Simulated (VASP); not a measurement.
# YN (Fm-3m) in VASP: a series of runs

YN is run at these levels: PBE, r2SCAN; tasks: single point.

All numbers are computed with VASP 6.6.1; they aren't measurements. Logs are shortened: lines on timing, memory, paths and dates and some standing lists are left out, and cuts for length are marked.

## 1. The cell of the first run

The structure is cubic, space group Fm-3m (No. 225). The conventional cell has a = 4.896 Å, b = 4.896 Å, c = 4.896 Å, α = 90.00°, β = 90.00°, γ = 90.00°. Within 3.2 Å of Y (site symmetry m-3m) lie 6 N at 2.45 Å. N (site symmetry m-3m) has 6 Y at 2.45 Å within 3.2 Å.

## 2. Single point, PBE

Input file INCAR:

```
SYSTEM = YN
PREC     = Accurate       ! precision mode
ENCUT    = 600            ! plane-wave cutoff, eV
EDIFF    = 1E-6           ! SCF threshold, eV
ISMEAR   = 0              ! smearing method
SIGMA    = 0.01           ! smearing width, eV
LREAL    = .False.        ! projectors in reciprocal space
LASPH    = .True.         ! aspherical terms in the spheres
NELM     = 120            ! most SCF steps
ALGO     = Normal         ! electronic algorithm
ISIF     = 2              ! what is computed and relaxed
LWAVE    = .False.        ! write WAVECAR
LCHARG   = .False.        ! write CHGCAR
GGA      = PE             ! functional
NBANDS   = 15             ! bands
GGA_COMPAT= .False.
```

Input file KPOINTS:

```
regular mesh
0
Gamma
  4 4 4
  0 0 0
```

Input file POSCAR:

```
YN
1.0
    0.0000000000      2.4480479768      2.4480479768
    2.4480479768      0.0000000000      2.4480479768
    2.4480479768      2.4480479768      0.0000000000
Y N
1 1
Direct
    0.0000000000      0.0000000000      0.0000000000
    0.5000000000      0.5000000000      0.5000000000
```

Potentials or basis: VASP PAW PBE potentials, release 64 (Y_sv, N).

Launch:

```bash
> cat potpaw_PBE.64/Y_sv/POTCAR potpaw_PBE.64/N/POTCAR > POTCAR
> mpirun -np 1 vasp_std > vasp.out
```

OUTCAR:

```text
SYSTEM = YN
   PREC = Accurate
   ENCUT = 600
   EDIFF = 1E-6
   ISMEAR = 0
   LREAL = .False.
   LASPH = .True.
   NELM = 120
   ISIF = 2
   GGA = PE

 ion  position               nearest neighbor table
   1  0.000  0.000  0.000-   2 2.45   2 2.45   2 2.45   2 2.45   2 2.45   2 2.45
   2  0.500  0.500  0.500-   1 2.45   1 2.45   1 2.45   1 2.45   1 2.45   1 2.45

  LATTYP: Found a face centered cubic cell.
 ALAT       =     4.8960959536

  Lattice vectors:

 A1 = (   0.0000000000,   2.4480479768,   2.4480479768)
 A2 = (   2.4480479768,   0.0000000000,   2.4480479768)
 A3 = (   2.4480479768,   2.4480479768,   0.0000000000)

Analysis of symmetry for initial positions (statically):
=====================================================================
 Subroutine PRICEL returns:
 Original cell was already a primitive cell.

 Routine SETGRP: Setting up the symmetry group for a
 face centered cubic supercell.

 Subroutine GETGRP returns: Found 48 space group operations
 (whereof 48 operations were pure point group operations)
 out of a pool of 48 trial point group operations.

The static configuration has the point symmetry O_h .

Analysis of symmetry for dynamics (positions and initial velocities):
=====================================================================
 Subroutine PRICEL returns:
 Original cell was already a primitive cell.

 Routine SETGRP: Setting up the symmetry group for a
 face centered cubic supercell.

 Subroutine GETGRP returns: Found 48 space group operations
 (whereof 48 operations were pure point group operations)
 out of a pool of 48 trial point group operations.

The dynamic configuration has the point symmetry O_h .

 Subroutine INISYM returns: Found 48 space group operations
 (whereof 48 operations are pure point group operations),
 and found     1 'primitive' translations

----------------------------------------------------------------------------------------

                                     Primitive cell

  volume of cell :      29.3420

  direct lattice vectors                    reciprocal lattice vectors
     0.000000000  2.448047977  2.448047977    -0.204244363  0.204244363  0.204244363
     2.448047977  0.000000000  2.448047977     0.204244363 -0.204244363  0.204244363
     2.448047977  2.448047977  0.000000000     0.204244363  0.204244363 -0.204244363

  length of vectors
     3.462062650  3.462062650  3.462062650     0.353761614  0.353761614  0.353761614

  position of ions in fractional coordinates (direct lattice)
     0.000000000  0.000000000  0.000000000
     0.500000000  0.500000000  0.500000000
[... 71 lines left out ...]
   NELECT =      16.0000    total number of electrons
   NUPDOWN=      -1.0000    fix difference up-down
   EMIN   =  10.00;   EMAX   =-10.00  energy-range for DOS
   EFERMI =   0.00;   METHOD = LEGACY
   ISMEAR =     0;   SIGMA  =   0.01  broadening in eV -4-tet -1-fermi 0-gaus
   EFERMI_NEDOS =   21; number of points for ismear=-14 and -15
   IALGO  =     38    algorithm
   IMIX   =      4    mixing-type and parameters
     AMIX     =   0.40;   BMIX     =  1.00
     AMIX_MAG =   1.60;   BMIX_MAG =  1.00
  volume/ion in A,a.u.               =      14.67        99.00
  Fermi-wavevector in a.u.,A,eV,Ry     =   1.337473  2.527457 24.338551  1.788833
  Thomas-Fermi vector in A             =   2.466019
   LORBIT       =      0    0 simple, 1 ext, 2 COOP (PROOUT), +10 PAW based schemes
   GGA     = PE    functional components
   LHFCALC =     F    Hartree Fock is set to
   AEXX    =    0.0000 exact exchange contribution
   IVDW    =     0    specifies the selected vdW correction
   LEPSILON=     F    determine dielectric tensor
   LRPA    =     F    only Hartree local field effects (RPA)
 non-spin polarized calculation
 Gauss-broadening in eV      SIGMA  =   0.01
  energy-cutoff  :      600.00
  volume of cell :       29.34
 maximum number of plane-waves:       992
   NGX = 13   NGY = 13   NGZ = 13

 number of electron      16.0000002 magnetization

 Free energy of the ion-electron system (eV)
  ---------------------------------------------------
  ext. energy  EPLUGINS =         0.00000000
  ---------------------------------------------------
  free energy    TOTEN  =       -18.17101083 eV

  energy without entropy =      -18.17101083  energy(sigma->0) =      -18.17101083

 E-fermi :   4.2440     XC(G=0): -11.2165

 val. band max:        4.1950638038   @ k =   0.0000   0.0000   0.0000
 cond. band min:       4.3213712247   @ k =   0.5000   0.5000   0.0000
 fundamental gap:      0.1263074209
 Fermi energy:         4.2440340070

 k-point     1 :       0.0000    0.0000    0.0000
  band No.  band energies     occupation
      1     -36.7448      2.00000
      2     -16.3900      2.00000
      3     -16.3900      2.00000
      4     -16.3900      2.00000
      5      -8.7145      2.00000
      6       4.1951      2.00000
      7       4.1951      2.00000
      8       4.1951      2.00000
      9       7.2543      0.00000
     10       7.2543      0.00000
     11       7.2543      0.00000
     12       8.2678      0.00000
     13       9.2223      0.00000
     14       9.2223      0.00000
[... 113 lines left out ...]
      2     -16.9708      2.00000
      3     -16.9708      2.00000
      4     -16.7908      2.00000
      5      -7.7859      2.00000
      6       2.0331      2.00000
      7       2.6254      2.00000
      8       2.6254      2.00000
      9       8.1351      0.00000
     10       8.1351      0.00000
     11      11.3914      0.00000
     12      11.9967      0.00000
     13      12.9015      0.00000
     14      16.4145      0.00000
     15      17.4995      0.00000

------------------------ aborting loop because EDIFF is reached ----------------------------------------

  FORCE on cell =-STRESS in cart. coord.  units (eV):
  Direction    XX          YY          ZZ          XY          YZ          ZX
  --------------------------------------------------------------------------------------
  -------------------------------------------------------------------------------------
  Total        0.2585688      0.2585688      0.2585688     -0.0000000     -0.0000000      0.0000000
  in kB       14.1187698     14.1187698     14.1187698     -0.0000000     -0.0000000      0.0000000
  external PRESSURE =      14.1187698 kB  Pullay stress =       0.0000000 kB

 VOLUME and BASIS-vectors are now :
 -----------------------------------------------------------------------------
  energy-cutoff  :      600.00
  volume of cell :       29.34
      direct lattice vectors                 reciprocal lattice vectors
     0.000000000  2.448047977  2.448047977    -0.204244363  0.204244363  0.204244363
     2.448047977  0.000000000  2.448047977     0.204244363 -0.204244363  0.204244363
     2.448047977  2.448047977  0.000000000     0.204244363  0.204244363 -0.204244363

 POSITION                                       TOTAL-FORCE (eV/Angst)
 -----------------------------------------------------------------------------------
      0.00000      0.00000      0.00000         0.000000      0.000000     -0.000000
      2.44805      2.44805      2.44805         0.000000      0.000000      0.000000
 -----------------------------------------------------------------------------------
    total drift:                                0.000000      0.000000      0.000000

  FREE ENERGIE OF THE ION-ELECTRON SYSTEM (eV)
  ---------------------------------------------------
  free  energy   TOTEN  =       -18.1710108324 eV

  energy  without entropy=      -18.1710108324  energy(sigma->0) =      -18.17101083
```

OSZICAR:

```text
N       E                     dE             d eps       ncg     rms          rms(c)
DAV:   1     0.597119982047E+02    0.59712E+02   -0.89159E+03   240   0.120E+03
DAV:   2    -0.179493443227E+02   -0.77661E+02   -0.70103E+02   324   0.244E+02
DAV:   3    -0.218093873900E+02   -0.38600E+01   -0.38176E+01   289   0.464E+01
DAV:   4    -0.219236329825E+02   -0.11425E+00   -0.11394E+00   304   0.750E+00
DAV:   5    -0.219261367799E+02   -0.25038E-02   -0.25038E-02   282   0.913E-01    0.307E+01
DAV:   6    -0.184354009560E+02    0.34907E+01   -0.89556E+00   268   0.254E+01    0.330E+01
DAV:   7    -0.182030667657E+02    0.23233E+00   -0.63499E-01   297   0.667E+00    0.239E+01
DAV:   8    -0.182491887170E+02   -0.46122E-01   -0.26252E-01   380   0.498E+00    0.102E+01
DAV:   9    -0.181760007092E+02    0.73188E-01   -0.10082E-01   292   0.322E+00    0.997E-01
DAV:  10    -0.181707849555E+02    0.52158E-02   -0.16545E-02   290   0.118E+00    0.810E-01
DAV:  11    -0.181710151809E+02   -0.23023E-03   -0.97621E-04   289   0.272E-01    0.211E-01
DAV:  12    -0.181710201525E+02   -0.49716E-05   -0.53376E-05   296   0.668E-02    0.287E-02
DAV:  13    -0.181710116467E+02    0.85058E-05   -0.13698E-05   275   0.320E-02    0.193E-02
DAV:  14    -0.181710108324E+02    0.81424E-06   -0.59496E-06   269   0.179E-02
   1 F= -.18171011E+02 E0= -.18171011E+02  d E =-.101737E-13
```

stdout:

```text
POSCAR found type information on POSCAR Y N
 POSCAR found :  2 types and       2 ions
 scaLAPACK will be used
 LDA part: xc-table for (Slater+PW92), standard interpolation
 POSCAR, INCAR and KPOINTS ok, starting setup
 FFT: planning ... GRIDC
 FFT: planning ... GRID_SOFT
 FFT: planning ... GRID
 WAVECAR not read
 entering main loop
```

It took 20 s on 1 thread of Intel Xeon Platinum 8259CL at 2.50GHz (Skylake/Cascade Lake), shared host; peak memory 0.17 GiB.

What came out:

```yaml
Free_energy: -18.1710 eV
Pressure: 1.4 GPa
Band_gap_on_the_k_mesh: 0.13 eV, indirect (least direct gap 0.52 eV)
```

Levels at points of the mesh, in eV from the valence-band top:
```
           k point  band 4  band 5  band 6  band 7  band 8  band 9  band 10  band 11  band 12  band 13
(0.00, 0.00, 0.00)  -20.59  -12.91    0.00    0.00    0.00    3.06     3.06     3.06     4.07     5.03
(0.50, 0.00, 0.00)  -20.67  -11.16   -4.10   -2.26   -2.26    5.63     6.27     6.27     6.65    10.07
(0.50, 0.50, 0.00)  -20.90  -12.47   -1.53   -0.40   -0.40    0.13     6.74     7.12     7.79     7.79
```

Caveat: the k points lie up to 0.56 Å⁻¹ apart.

## 3. Single point, r2SCAN

POSCAR is that of step 2.

Input file INCAR.step1:

```
SYSTEM = YN
PREC = Accurate ; ENCUT = 660
ISMEAR = 0 ; SIGMA = 0.01
LREAL = .FALSE. ; LASPH = .TRUE.
NELM = 120 ; NBANDS = 15
GGA = PE ; ALGO = Normal
EDIFF = 1E-5 ; LWAVE = .TRUE.
LCHARG = .FALSE. ; GGA_COMPAT = .FALSE.
```

Input file INCAR.step2:

```
SYSTEM = YN
PREC = Accurate ; ENCUT = 660
EDIFF = 1E-6 ; ISMEAR = 0
SIGMA = 0.01 ; LREAL = .FALSE.
LASPH = .TRUE. ; NELM = 120
ALGO = Normal ; ISIF = 2
LWAVE = .FALSE. ; LCHARG = .FALSE.
METAGGA = R2SCAN ; LMIXTAU = .TRUE.
NBANDS = 15 ; ISTART = 1
GGA_COMPAT = .FALSE.
```

Input file KPOINTS:

```
Automatic mesh
0
G
  4 4 4
  0 0 0
```

Potentials or basis: VASP PAW PBE potentials, release 64 (Y_sv, N).

Launch:

```bash
> cat potpaw_PBE.64/Y_sv/POTCAR potpaw_PBE.64/N/POTCAR > POTCAR
> cp INCAR.step1 INCAR
> mpirun -np 1 vasp_std > vasp.out
> cp INCAR.step2 INCAR
> mpirun -np 1 vasp_std > vasp.out
```

OUTCAR:

```text
SYSTEM = YN
   PREC = Accurate
   ENCUT = 660
   EDIFF = 1E-6
   ISMEAR = 0
   LREAL = .FALSE.
   LASPH = .TRUE.
   NELM = 120
   ISIF = 2
   METAGGA = R2SCAN
   ISTART = 1

 ion  position               nearest neighbor table
   1  0.000  0.000  0.000-   2 2.45   2 2.45   2 2.45   2 2.45   2 2.45   2 2.45
   2  0.500  0.500  0.500-   1 2.45   1 2.45   1 2.45   1 2.45   1 2.45   1 2.45

  LATTYP: Found a face centered cubic cell.
 ALAT       =     4.8960959536

  Lattice vectors:

[... 314 lines left out ...]

  FORCE on cell =-STRESS in cart. coord.  units (eV):
  Direction    XX          YY          ZZ          XY          YZ          ZX
  --------------------------------------------------------------------------------------
  -------------------------------------------------------------------------------------
  Total        0.1030539      0.1030539      0.1030539     -0.0000000      0.0000000      0.0000000
  in kB        5.6271068      5.6271068      5.6271068     -0.0000000      0.0000000      0.0000000
  external PRESSURE =       5.6271068 kB  Pullay stress =       0.0000000 kB

 VOLUME and BASIS-vectors are now :
 -----------------------------------------------------------------------------
  energy-cutoff  :      660.00
  volume of cell :       29.34
      direct lattice vectors                 reciprocal lattice vectors
     0.000000000  2.448047977  2.448047977    -0.204244363  0.204244363  0.204244363
     2.448047977  0.000000000  2.448047977     0.204244363 -0.204244363  0.204244363
     2.448047977  2.448047977  0.000000000     0.204244363  0.204244363 -0.204244363

 POSITION                                       TOTAL-FORCE (eV/Angst)
 -----------------------------------------------------------------------------------
      0.00000      0.00000      0.00000         0.000000     -0.000000     -0.000000
      2.44805      2.44805      2.44805        -0.000000      0.000000      0.000000
 -----------------------------------------------------------------------------------
    total drift:                                0.000000      0.000000      0.000000

  FREE ENERGIE OF THE ION-ELECTRON SYSTEM (eV)
  ---------------------------------------------------
  free  energy   TOTEN  =       -33.3961527168 eV

  energy  without entropy=      -33.3961527168  energy(sigma->0) =      -33.39615272
```

OUTCAR.step1:

```text
SYSTEM = YN
   PREC = Accurate
   ENCUT = 660
   ISMEAR = 0
   LREAL = .FALSE.
   LASPH = .TRUE.
[... 347 lines left out ...]
      0.00000      0.00000      0.00000         0.000000      0.000000      0.000000
      2.44805      2.44805      2.44805         0.000000     -0.000000      0.000000
 -----------------------------------------------------------------------------------
    total drift:                                0.000000      0.000000      0.000000

  FREE ENERGIE OF THE ION-ELECTRON SYSTEM (eV)
  ---------------------------------------------------
  free  energy   TOTEN  =       -18.1730547151 eV

  energy  without entropy=      -18.1730547151  energy(sigma->0) =      -18.17305472
```

It took 60 s on 1 thread of Intel Xeon Platinum 8259CL at 2.50GHz (Skylake/Cascade Lake), shared host; peak memory 0.19 GiB.

What came out:

```yaml
Free_energy: -33.3962 eV
Pressure: 0.6 GPa
Band_gap_on_the_k_mesh: 0.54 eV, indirect (least direct gap 0.96 eV)
```

Caveat: the k points lie up to 0.56 Å⁻¹ apart; the PAW data sets were made with another functional, which shifts forces and pressure a little.
